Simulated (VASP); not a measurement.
Here is a VASP 6.6.1 calculation.

File INCAR:

```
SYSTEM = HfRe3
PREC = Accurate
ENCUT = 520
EDIFF = 1E-6
ISMEAR = 0
SIGMA = 0.1
LREAL = .False.
LASPH = .True.
NELM = 60
ALGO = Fast
ISIF = 2
LWAVE = .False.
LCHARG = .True.
GGA = PE
LELF = .True.
LVHAR = .True.
NBANDS = 24
```

KPOINTS

```
regular mesh
0
Gamma
  12 12 12
  0 0 0
```

Contents of POSCAR:

```
HfRe3
1.0
    4.0298598544      0.0000000000      0.0000000000
    0.0000000000      4.0298598544      0.0000000000
    0.0000000000      0.0000000000      4.0298598544
Hf Re
1 3
Direct
    0.0000000000      0.0000000000      0.0000000000
    0.0000000000      0.5000000000      0.5000000000
    0.5000000000      0.0000000000      0.5000000000
    0.5000000000      0.5000000000      0.0000000000
```

Potentials or basis: VASP PAW PBE potentials, release 64 (Hf_pv, Re).

Launch:

```console
$ cat potpaw_PBE.64/Hf_pv/POTCAR potpaw_PBE.64/Re/POTCAR > POTCAR
$ mpirun -np 1 vasp_std > vasp.out
```

Predict the pressure.

-0.7 GPa.
